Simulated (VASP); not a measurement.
# Ti (P-1) in VASP: single point with PBE

Aim: the single point of Ti with PBE.

All numbers are computed with VASP 6.6.1; they aren't measurements. Logs are shortened: lines on timing, memory, paths and dates and some standing lists are left out, and cuts for length are marked.

## (1) The cell of the first run

The typed cell holds 2 atoms: a = 2.938 Å, b = 2.938 Å, c = 4.651 Å, α = 90.00°, β = 90.00°, γ = 120.00°.

## (2) Single point, PBE (atoms displaced along several vibrational modes)

The input, INCAR:

```
SYSTEM = Ti
PREC = Accurate
ENCUT = 520
EDIFF = 1E-7
ISMEAR = 0
SIGMA = 0.15
LREAL = .FALSE.
LASPH = .TRUE.
NELM = 80
ALGO = Fast
ISIF = 2
LWAVE = .FALSE.
LCHARG = .FALSE.
GGA = PE
NBANDS = 19
```

The input, KPOINTS:

```
Automatic mesh
0
G
  18 18 10
  0 0 0
```

The input, POSCAR:

```
Ti
1.0
    2.9382568838      0.0000000000      0.0000000000
   -1.4691284419      2.5446051042      0.0000000000
    0.0000000000      0.0000000000      4.6505573013
Ti
2
Direct
    0.3078079954      0.6666666667      0.2272070328
    0.6921920046      0.3333333333      0.7727929672
```

Potentials or basis: VASP PAW PBE potentials, release 64 (Ti_sv).

Launch:

```bash
> cat potpaw_PBE.64/Ti_sv/POTCAR > POTCAR
> mpirun -np 1 vasp_std > vasp.out
```

OUTCAR:

```text
SYSTEM = Ti
   PREC = Accurate
   ENCUT = 520
   EDIFF = 1E-7
   ISMEAR = 0
   LREAL = .FALSE.
   LASPH = .TRUE.
   NELM = 80
   ISIF = 2
   GGA = PE

 ion  position               nearest neighbor table
   1  0.308  0.667  0.227-   2 2.63   2 2.71   2 2.79
   2  0.692  0.333  0.773-   1 2.63   1 2.71   1 2.79

  LATTYP: Found a hexagonal cell.
 ALAT       =     2.9382568838
 C/A-ratio  =     1.5827606248

  Lattice vectors:

 A1 = (   2.9382568838,   0.0000000000,   0.0000000000)
 A2 = (  -1.4691284419,   2.5446051042,   0.0000000000)
 A3 = (   0.0000000000,   0.0000000000,   4.6505573013)

Analysis of symmetry for initial positions (statically):
=====================================================================
 Subroutine PRICEL returns:
 Original cell was already a primitive cell.

 Routine SETGRP: Setting up the symmetry group for a
 hexagonal supercell.

 Subroutine GETGRP returns: Found  2 space group operations
 (whereof  2 operations were pure point group operations)
 out of a pool of 24 trial point group operations.

The static configuration has the point symmetry S_2 .

Analysis of symmetry for dynamics (positions and initial velocities):
=====================================================================
 Subroutine PRICEL returns:
 Original cell was already a primitive cell.

 Routine SETGRP: Setting up the symmetry group for a
 hexagonal supercell.

 Subroutine GETGRP returns: Found  2 space group operations
 (whereof  2 operations were pure point group operations)
 out of a pool of 24 trial point group operations.

The dynamic configuration has the point symmetry S_2 .

 Subroutine INISYM returns: Found  2 space group operations
 (whereof  2 operations are pure point group operations),
 and found     1 'primitive' translations

----------------------------------------------------------------------------------------

                                     Primitive cell

  volume of cell :      34.7708

  direct lattice vectors                    reciprocal lattice vectors
     2.938256884  0.000000000  0.000000000     0.340337840  0.196494143  0.000000000
    -1.469128442  2.544605104  0.000000000     0.000000000  0.392988287  0.000000000
     0.000000000  0.000000000  4.650557301     0.000000000  0.000000000  0.215027992

  length of vectors
     2.938256884  2.938256884  4.650557301     0.392988287  0.392988287  0.215027992

  position of ions in fractional coordinates (direct lattice)
     0.307807995  0.666666667  0.227207033
     0.692192005  0.333333333  0.772792967

  ion indices of the primitive-cell ions
[... 75 lines left out ...]
   EDIFF  = 0.1E-06   stopping-criterion for ELM
   LREAL  =      F    real-space projection
   EDIFFG = 0.1E-05   stopping-criterion for IOM
   NSW    =      0    number of steps for IOM
   IBRION =     -1    ionic relax: 0-MD 1-quasi-New 2-CG
   NFREE  =      0    steps in history (QN), initial steepest desc. (CG)
   ISIF   =      2    stress and relaxation
   ISYM   =      2    0-nonsym 1-usesym 2-fastsym
   POTIM  = 0.5000    time-step for ionic-motion
   TEBEG  =    0.0;   TEEND  =   0.0 temperature during run
   PSTRESS=    0.0 pullay stress
   NELECT =      24.0000    total number of electrons
   NUPDOWN=      -1.0000    fix difference up-down
   EMIN   =  10.00;   EMAX   =-10.00  energy-range for DOS
   EFERMI =   0.00;   METHOD = LEGACY
   ISMEAR =     0;   SIGMA  =   0.15  broadening in eV -4-tet -1-fermi 0-gaus
   EFERMI_NEDOS =   21; number of points for ismear=-14 and -15
   IALGO  =     68    algorithm
   IMIX   =      4    mixing-type and parameters
     AMIX     =   0.40;   BMIX     =  1.00
     AMIX_MAG =   1.60;   BMIX_MAG =  1.00
  volume/ion in A,a.u.               =      17.39       117.32
  Fermi-wavevector in a.u.,A,eV,Ry     =   1.446795  2.734045 28.479911  2.093214
  Thomas-Fermi vector in A             =   2.564823
   LORBIT       =      0    0 simple, 1 ext, 2 COOP (PROOUT), +10 PAW based schemes
   GGA     = PE    functional components
   LHFCALC =     F    Hartree Fock is set to
   AEXX    =    0.0000 exact exchange contribution
   IVDW    =     0    specifies the selected vdW correction
   LEPSILON=     F    determine dielectric tensor
   LRPA    =     F    only Hartree local field effects (RPA)
 non-spin polarized calculation
 RMM-DIIS sequential band-by-band and
 Gauss-broadening in eV      SIGMA  =   0.15
  energy-cutoff  :      520.00
  volume of cell :       34.77
 maximum number of plane-waves:       965
 NGX is ok and might be reduce to    24
   NGX = 11   NGY = 11   NGZ = 17

 number of electron      23.9999996 magnetization

 Free energy of the ion-electron system (eV)
  ---------------------------------------------------
  ext. energy  EPLUGINS =         0.00000000
  ---------------------------------------------------
  free energy    TOTEN  =       -15.57700926 eV

  energy without entropy =      -15.55298648  energy(sigma->0) =      -15.56499787

 E-fermi :   8.3240     XC(G=0): -11.4716

 val. band max:        8.3235647170   @ k =  -0.2222  -0.2778  -0.4000
 cond. band min:       8.3250200364   @ k =  -0.1667   0.0000   0.4000
 fundamental gap:      0.0014553194
 Fermi energy:         8.3239765964

 k-point     1 :       0.0000    0.0000    0.0000
  band No.  band energies     occupation
      1     -48.5518      2.00000
      2     -48.3787      2.00000
      3     -25.1697      2.00000
      4     -24.5175      2.00000
      5     -24.4689      2.00000
      6     -24.3961      2.00000
[... 505 lines left out ...]
      6     -24.6292      2.00000
[... 11 lines left out ...]
     18      11.9171      0.00000
     19      12.2159      0.00000

 [... further k-points ...]

------------------------ aborting loop because EDIFF is reached ----------------------------------------

  FORCE on cell =-STRESS in cart. coord.  units (eV):
  Direction    XX          YY          ZZ          XY          YZ          ZX
  --------------------------------------------------------------------------------------
  -------------------------------------------------------------------------------------
  Total        0.2200396      0.1522894      0.7261888      0.4868309      0.0163660      0.1327744
  in kB       10.1390247      7.0172193     33.4614661     22.4322863      0.7541139      6.1180065
  external PRESSURE =      16.8725700 kB  Pullay stress =       0.0000000 kB

 VOLUME and BASIS-vectors are now :
 -----------------------------------------------------------------------------
  energy-cutoff  :      520.00
  volume of cell :       34.77
      direct lattice vectors                 reciprocal lattice vectors
     2.938256884  0.000000000  0.000000000     0.340337840  0.196494143  0.000000000
    -1.469128442  2.544605104  0.000000000     0.000000000  0.392988287  0.000000000
     0.000000000  0.000000000  4.650557301     0.000000000  0.000000000  0.215027992

 POSITION                                       TOTAL-FORCE (eV/Angst)
 -----------------------------------------------------------------------------------
     -0.07500      1.69640      1.05664         0.191527      0.005284      0.998443
      1.54413      0.84820      3.59392        -0.191527     -0.005284     -0.998443
 -----------------------------------------------------------------------------------
    total drift:                                0.000000     -0.000000      0.000000

  FREE ENERGIE OF THE ION-ELECTRON SYSTEM (eV)
  ---------------------------------------------------
  free  energy   TOTEN  =       -15.5770092553 eV

  energy  without entropy=      -15.5529864796  energy(sigma->0) =      -15.56499787
```

OSZICAR:

```text
N       E                     dE             d eps       ncg     rms          rms(c)
DAV:   1     0.265125150402E+03    0.26513E+03   -0.13052E+04 61832   0.158E+03
DAV:   2     0.130493656755E+02   -0.25208E+03   -0.24799E+03 63382   0.442E+02
DAV:   3    -0.162827506781E+02   -0.29332E+02   -0.28971E+02115377   0.124E+02
[... 44 lines left out ...]
RMM:  48    -0.155770089204E+02   -0.13395E-06   -0.16187E-06 67267   0.520E-03    0.117E-04
RMM:  49    -0.155770090257E+02   -0.10532E-06   -0.14260E-06 63940   0.470E-03    0.146E-04
RMM:  50    -0.155770091142E+02   -0.88534E-07   -0.12296E-06 61794   0.429E-03    0.337E-04
RMM:  51    -0.155770091911E+02   -0.76826E-07   -0.11133E-06 59887   0.396E-03    0.286E-04
RMM:  52    -0.155770092553E+02   -0.64231E-07   -0.96047E-07 59864   0.377E-03
   1 F= -.15577009E+02 E0= -.15564998E+02  d E =-.240228E-01
```

It took 36 min on 1 thread of Intel Xeon 6975P-C (Granite Rapids), shared host; peak memory 0.91 GiB.

What came out:

```yaml
Free_energy: -15.5770 eV
Pressure: 1.7 GPa
Largest_force: 1.017 eV/Å
Band_gap_on_the_k_mesh: zero (bands 12 and 13 overlap by 1.08 eV)
```

Forces in eV/Å, atoms in the order of the input:
```
Ti   0.192  0.005  0.998
Ti  -0.192 -0.005 -0.998
```

Stress tensor (GPa, compression positive):
```
1.01 2.24 0.61
2.24 0.70 0.08
0.61 0.08 3.35
```

Caveat: the cell differs from its parent crystal (atoms displaced along several vibrational modes); forces of over 1 eV/Å act on the atoms, so gaps and moduli don't describe the material at rest.
